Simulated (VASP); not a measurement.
# TiC (I4/mmm) in VASP: notebook

Runs on TiC. Level: PBE. Tasks: single point.

Program: VASP 6.6.1. These are calculated values, not measurements. Logs are shortened: lines on timing, memory, paths and dates and some standing lists are left out, and cuts for length are marked.

### Step 1. The cell of the first run

The structure is tetragonal, space group I4/mmm (No. 139). The conventional cell has a = 3.231 Å, b = 3.231 Å, c = 3.884 Å, α = 90.00°, β = 90.00°, γ = 90.00°. Within 2.6 Å of Ti (site symmetry 4/mmm) lie 6 C at 1.94 to 2.28 Å. Within 2.6 Å of C (site symmetry 4/mmm) lie 6 Ti at 1.94 to 2.28 Å.

### Step 2. Single point, PBE

Contents of INCAR:

```
SYSTEM = TiC
PREC = Accurate
ENCUT = 520
EDIFF = 1E-6
ISMEAR = 0
SIGMA = 0.15
LREAL = .FALSE.
LASPH = .TRUE.
NELM = 80
ALGO = Normal
ISIF = 2
LWAVE = .FALSE.
LCHARG = .TRUE.
GGA = PE
LELF = .TRUE.
LVHAR = .TRUE.
NBANDS = 15
```

Contents of KPOINTS:

```
Automatic mesh
0
G
  20 20 20
  0 0 0
```

Contents of POSCAR:

```
TiC
1.0
    0.0000000000      2.2844638034      1.9417942329
    2.2844638034      0.0000000000      1.9417942329
    2.2844638034      2.2844638034      0.0000000000
Ti C
1 1
Direct
    0.0000000000      0.0000000000      0.0000000000
    0.5000000000      0.5000000000      0.5000000000
```

Potentials or basis: VASP PAW PBE potentials, release 64 (Ti_sv, C).

Run with:

```bash
$ cat potpaw_PBE.64/Ti_sv/POTCAR potpaw_PBE.64/C/POTCAR > POTCAR
$ mpirun -np 1 vasp_std > vasp.out
```

OUTCAR:

```text
SYSTEM = TiC
   PREC = Accurate
   ENCUT = 520
   EDIFF = 1E-6
   ISMEAR = 0
   LREAL = .FALSE.
   LASPH = .TRUE.
   NELM = 80
   ISIF = 2
   GGA = PE

 ion  position               nearest neighbor table
   1  0.000  0.000  0.000-   2 1.94   2 1.94   2 2.28   2 2.28   2 2.28   2 2.28
   2  0.500  0.500  0.500-   1 1.94   1 1.94   1 2.28   1 2.28   1 2.28   1 2.28

  LATTYP: Found a body centered tetragonal cell.
 ALAT       =     3.2307196935
 C/A-ratio  =     1.2020815280

  Lattice vectors:

 A1 = (   0.0000000000,  -2.2844638034,  -1.9417942329)
 A2 = (   0.0000000000,   2.2844638034,  -1.9417942329)
 A3 = (   2.2844638034,   0.0000000000,   1.9417942329)

Analysis of symmetry for initial positions (statically):
=====================================================================
 Subroutine PRICEL returns:
 Original cell was already a primitive cell.

 Routine SETGRP: Setting up the symmetry group for a
 body centered tetragonal supercell.

 Subroutine GETGRP returns: Found 16 space group operations
 (whereof 16 operations were pure point group operations)
 out of a pool of 16 trial point group operations.

The static configuration has the point symmetry D_4h.

Analysis of symmetry for dynamics (positions and initial velocities):
=====================================================================
 Subroutine PRICEL returns:
 Original cell was already a primitive cell.

 Routine SETGRP: Setting up the symmetry group for a
 body centered tetragonal supercell.

 Subroutine GETGRP returns: Found 16 space group operations
 (whereof 16 operations were pure point group operations)
 out of a pool of 16 trial point group operations.

The dynamic configuration has the point symmetry D_4h.

 Subroutine INISYM returns: Found 16 space group operations
 (whereof 16 operations are pure point group operations),
 and found     1 'primitive' translations

----------------------------------------------------------------------------------------

                                     Primitive cell

  volume of cell :      20.2676

  direct lattice vectors                    reciprocal lattice vectors
     0.000000000  2.284463803  1.941794233    -0.218869741  0.218869741  0.257493812
     2.284463803  0.000000000  1.941794233     0.218869741 -0.218869741  0.257493812
     2.284463803  2.284463803  0.000000000     0.218869741  0.218869741 -0.257493812

  length of vectors
     2.998222759  2.998222759  3.230719694     0.402630091  0.402630091  0.402630091

  position of ions in fractional coordinates (direct lattice)
     0.000000000  0.000000000  0.000000000
     0.500000000  0.500000000  0.500000000

  ion indices of the primitive-cell ions
   primitive index   ion index
                 1           1
                 2           2

----------------------------------------------------------------------------------------

 KPOINTS: Automatic mesh

Automatic generation of k-mesh.
 Grid dimensions read from file:
 generate k-points for:   20   20   20

 Generating k-lattice:

  Cartesian coordinates                     Fractional coordinates (reciprocal lattice)
    -0.010943487  0.010943487  0.012874691     0.050000000  0.000000000  0.000000000
     0.010943487 -0.010943487  0.012874691     0.000000000  0.050000000  0.000000000
     0.010943487  0.010943487 -0.012874691    -0.000000000 -0.000000000  0.050000000

  Length of vectors
     0.020131505  0.020131505  0.020131505

  Shift w.r.t. Gamma in fractional coordinates (k-lattice)
     0.000000000  0.000000000  0.000000000

 Subroutine IBZKPT returns following result:
 ===========================================

 Found    641 irreducible k-points:

 Following reciprocal coordinates:
            Coordinates               Weight
  0.000000  0.000000  0.000000      1.000000
  0.050000  0.000000  0.000000      8.000000
  0.100000  0.000000  0.000000      8.000000
  0.150000  0.000000  0.000000      8.000000
  0.200000  0.000000  0.000000      8.000000
  0.250000  0.000000  0.000000      8.000000
[... 16 lines left out ...]
 -0.400000  0.050000  0.000000      8.000000
 -0.350000  0.050000  0.000000      8.000000
 [... further k-points ...]
   k-points           NKPTS =    641   k-points in BZ     NKDIM =    641   number of bands    NBANDS=     15
   number of dos      NEDOS =    301   number of ions     NIONS =      2
   total plane-waves  NPLWV =  13824
   dimension x,y,z NGX =    24 NGY =   24 NGZ =   24
   dimension x,y,z NGXF=    48 NGYF=   48 NGZF=   48
   ions per type =               1   1
   NGX,Y,Z   is equivalent  to a cutoff of  13.31, 13.31, 12.35 a.u.
   NGXF,Y,Z  is equivalent  to a cutoff of  26.62, 26.62, 24.70 a.u.
 SYSTEM =  TiC
   PREC   = accura    normal or accurate (medium, high low for compatibility)
   ISTART =      0    job   : 0-new  1-cont  2-samecut
   ICHARG =      2    charge: 1-file 2-atom 10-const
   ISPIN  =      1    spin polarized calculation?
   LNONCOLLINEAR =      F non collinear calculations
   LSORBIT =      F    spin-orbit coupling
   LASPH  =      T    aspherical Exc in radial PAW
   ENCUT  =  520.0 eV  38.22 Ry    6.18 a.u.   5.57  5.57  6.01*2*pi/ulx,y,z
   NELM   =     80;   NELMIN=  2; NELMDL= -5     # of ELM steps
   EDIFF  = 0.1E-05   stopping-criterion for ELM
   LREAL  =      F    real-space projection
   EDIFFG = 0.1E-04   stopping-criterion for IOM
   NSW    =      0    number of steps for IOM
   IBRION =     -1    ionic relax: 0-MD 1-quasi-New 2-CG
   NFREE  =      0    steps in history (QN), initial steepest desc. (CG)
   ISIF   =      2    stress and relaxation
   ISYM   =      2    0-nonsym 1-usesym 2-fastsym
   POTIM  = 0.5000    time-step for ionic-motion
   TEBEG  =    0.0;   TEEND  =   0.0 temperature during run
   PSTRESS=    0.0 pullay stress
   NELECT =      16.0000    total number of electrons
   NUPDOWN=      -1.0000    fix difference up-down
   EMIN   =  10.00;   EMAX   =-10.00  energy-range for DOS
   EFERMI =   0.00;   METHOD = LEGACY
   ISMEAR =     0;   SIGMA  =   0.15  broadening in eV -4-tet -1-fermi 0-gaus
   EFERMI_NEDOS =   21; number of points for ismear=-14 and -15
   IALGO  =     38    algorithm
   IMIX   =      4    mixing-type and parameters
     AMIX     =   0.40;   BMIX     =  1.00
     AMIX_MAG =   1.60;   BMIX_MAG =  1.00
  volume/ion in A,a.u.               =      10.13        68.39
  Fermi-wavevector in a.u.,A,eV,Ry     =   1.513030  2.859212 31.147275  2.289260
  Thomas-Fermi vector in A             =   2.622876
   LORBIT       =      0    0 simple, 1 ext, 2 COOP (PROOUT), +10 PAW based schemes
   GGA     = PE    functional components
   LHFCALC =     F    Hartree Fock is set to
   AEXX    =    0.0000 exact exchange contribution
   IVDW    =     0    specifies the selected vdW correction
   LEPSILON=     F    determine dielectric tensor
   LRPA    =     F    only Hartree local field effects (RPA)
 non-spin polarized calculation
 Gauss-broadening in eV      SIGMA  =   0.15
  energy-cutoff  :      520.00
  volume of cell :       20.27
 maximum number of plane-waves:       562
   NGX = 11   NGY = 11   NGZ = 13

 number of electron      16.0000000 magnetization

 Free energy of the ion-electron system (eV)
  ---------------------------------------------------
  ext. energy  EPLUGINS =         0.00000000
  ---------------------------------------------------
  free energy    TOTEN  =       -18.16712079 eV

  energy without entropy =      -18.16314756  energy(sigma->0) =      -18.16513417

 E-fermi :   9.5035     XC(G=0): -12.6597

 val. band max:        9.5032269979   @ k =   0.2500   0.0000   0.2000
 cond. band min:       9.5073555378   @ k =   0.3500   0.2500   0.0500
 fundamental gap:      0.0041285399
 Fermi energy:         9.5034917061

 k-point     1 :       0.0000    0.0000    0.0000
  band No.  band energies     occupation
      1     -47.0309      2.00000
      2     -23.1088      2.00000
      3     -23.1088      2.00000
      4     -23.0196      2.00000
      5      -2.9763      2.00000
      6       9.8786      0.00041
      7       9.8786      0.00041
      8      10.5981      0.00000
      9      10.8890      0.00000
     10      10.8890      0.00000
     11      11.0067      0.00000
     12      11.0693      0.00000
     13      11.6861      0.00000
     14      20.7477      0.00000
     15      23.7994      0.00000

 k-point     2 :       0.0500    0.0000    0.0000
  band No.  band energies     occupation
      1     -47.0291      2.00000
      2     -23.1164      2.00000
      3     -23.1115      2.00000
      4     -23.0250      2.00000
      5      -2.9171      2.00000
      6       9.6361      0.21133
      7       9.6611      0.13722
      8      10.2906      0.00000
      9      10.3102      0.00000
     10      10.9472      0.00000
     11      11.4388      0.00000
     12      11.5053      0.00000
     13      12.1458      0.00000
     14      20.8456      0.00000
     15      23.7988      0.00000

 k-point     3 :       0.1000    0.0000    0.0000
  band No.  band energies     occupation
      1     -47.0236      2.00000
      2     -23.1432      2.00000
      3     -23.1192      2.00000
      4     -23.0357      2.00000
      5      -2.7418      2.00000
      6       8.9966      2.00000
      7       9.0692      1.99996
      8       9.7095      0.05205
      9      10.3485      0.00000
     10      10.9317      0.00000
     11      11.7094      0.00000
     12      12.3078      0.00000
     13      12.9988      0.00000
     14      21.0998      0.00000
     15      23.7534      0.00000

 k-point     4 :       0.1500    0.0000    0.0000
  band No.  band energies     occupation
      1     -47.0152      2.00000
      2     -23.1933      2.00000
      3     -23.1311      2.00000
      4     -23.0434      2.00000
      5      -2.4573      2.00000
      6       8.2214      2.00000
      7       8.4493      2.00000
      8       9.0855      1.99992
      9      10.5774      0.00000
     10      11.0250      0.00000
     11      11.9392      0.00000
     12      13.1284      0.00000
     13      13.9187      0.00000
     14      21.3736      0.00000
     15      23.6254      0.00000
[... 307 lines left out ...]
 k-point    22 :      -0.4500    0.0500    0.0000
  band No.  band energies     occupation
      1     -46.9543      2.00000
      2     -23.5781      2.00000
      3     -23.2164      2.00000
      4     -23.0569      2.00000
      5       0.4884      2.00000
      6       3.8243      2.00000
      7       6.2972      2.00000
      8       6.5133      2.00000
      9      12.0402      0.00000
     10      12.7563      0.00000
     11      13.7813      0.00000
     12      16.6646      0.00000
     13      17.6626      0.00000
     14      18.4137      0.00000
     15      23.2203      0.00000

 k-point    23 :      -0.4000    0.0500    0.0000
  band No.  band energies     occupation
      1     -46.9592      2.00000
      2     -23.5468      2.00000
      3     -23.2080      2.00000
      4     -23.0589      2.00000
      5       0.0530      2.00000
      6       4.2938      2.00000
      7       6.4103      2.00000
      8       6.7598      2.00000
      9      12.0398      0.00000
     10      12.4661      0.00000
     11      13.4279      0.00000
     12      16.5218      0.00000
     13      17.8931      0.00000
     14      18.2592      0.00000
     15      23.6475      0.00000

 k-point    24 :      -0.3500    0.0500    0.0000
  band No.  band energies     occupation
      1     -46.9673      2.00000
      2     -23.4954      2.00000
      3     -23.1955      2.00000
      4     -23.0606      2.00000
      5      -0.4850      2.00000
      6       4.9185      2.00000
      7       6.6153      2.00000
      8       7.1175      2.00000
      9      11.9532      0.00000
     10      12.0676      0.00000
     11      13.0444      0.00000
     12      16.1956      0.00000
     13      17.2871      0.00000
     14      18.9759      0.00000
     15      24.3491      0.00000

 [... further k-points ...]
[... 5 lines left out ...]
  --------------------------------------------------------------------------------------
  -------------------------------------------------------------------------------------
  Total       -1.9300723     -1.9300723      9.1978794      0.0000000      0.0000000      0.0000000
  in kB     -152.5746519   -152.5746519    727.1039927      0.0000000      0.0000000      0.0000000
  external PRESSURE =     140.6515630 kB  Pullay stress =       0.0000000 kB

 VOLUME and BASIS-vectors are now :
 -----------------------------------------------------------------------------
  energy-cutoff  :      520.00
  volume of cell :       20.27
      direct lattice vectors                 reciprocal lattice vectors
     0.000000000  2.284463803  1.941794233    -0.218869741  0.218869741  0.257493812
     2.284463803  0.000000000  1.941794233     0.218869741 -0.218869741  0.257493812
     2.284463803  2.284463803  0.000000000     0.218869741  0.218869741 -0.257493812

 POSITION                                       TOTAL-FORCE (eV/Angst)
 -----------------------------------------------------------------------------------
      0.00000      0.00000      0.00000         0.000000      0.000000      0.000000
      2.28446      2.28446      1.94179         0.000000      0.000000      0.000000
 -----------------------------------------------------------------------------------
    total drift:                                0.000000     -0.000000     -0.000000

  FREE ENERGIE OF THE ION-ELECTRON SYSTEM (eV)
  ---------------------------------------------------
  free  energy   TOTEN  =       -18.1671207852 eV

  energy  without entropy=      -18.1631475605  energy(sigma->0) =      -18.16513417
```

Run time: 1.7 min. Hardware: 1 thread of AMD EPYC 9R45 (Zen 5), shared host; peak memory 0.27 GiB.

Results:

```
Free energy            : -18.1671 eV
Pressure               : 14.1 GPa
Band gap on the k mesh : zero (band 8 reaches 10.60 eV, above the bottom of band 9 at 8.21 eV)
```

### Step 3. Single point, PBE

This run uses another cell than the first one, of the same volume but with other edges.

Contents of INCAR:

```
ALGO = Normal ; EDIFF = 1E-6
ENCUT = 520 ; GGA = PE
ISIF = 2 ; ISMEAR = 0
LASPH = True ; LCHARG = True
LELF = True ; LREAL = False
LVHAR = True ; LWAVE = False
NBANDS = 15 ; NELM = 60
PREC = Accurate ; SIGMA = 0.15
```

Contents of KPOINTS:

```
k-points
0
Gamma
  20 20 20
```

Contents of POSCAR:

```
TiC
1.0
    0.0000000000      2.0364019665      2.4436823598
    2.0364019665      0.0000000000      2.4436823598
    2.0364019665      2.0364019665      0.0000000000
Ti C
1 1
Direct
    0.0000000000      0.0000000000      0.0000000000
    0.5000000000      0.5000000000      0.5000000000
```

Potentials or basis: VASP PAW PBE potentials, release 64 (Ti_sv, C).

Run with:

```bash
$ cat potpaw_PBE.64/Ti_sv/POTCAR potpaw_PBE.64/C/POTCAR > POTCAR
$ mpirun -np 1 vasp_std > vasp.out
```

Run time: 1.7 min. Hardware: 1 thread of AMD EPYC 9R45 (Zen 5), shared host; peak memory 0.28 GiB.

It converged, with:

* Free energy: -18.2149 eV
* Pressure: 16.3 GPa
* Band gap on the k mesh: zero (band 8 reaches 10.65 eV, above the bottom of band 9 at 8.71 eV)

Stress tensor (GPa, compression positive):
```
 37.46   0.00   0.00
  0.00  37.46   0.00
  0.00   0.00 -25.93
```

Levels at points of the mesh, in eV from the Fermi level:
```tsv
k point	band 6	band 7	band 8	band 9	band 10	band 11
(0.00, 0.00, 0.00)	-0.18	0.46	1.16	1.25	1.25	1.89
(0.50, 0.00, 0.00)	-5.90	-3.38	-3.00	2.77	3.26	4.49
(0.50, 0.50, 0.00)	-4.48	-1.52	0.84	0.84	2.80	3.38
(0.50, 0.00, 0.50)	-2.73	-1.61	-0.37	-0.32	2.50	2.78
```
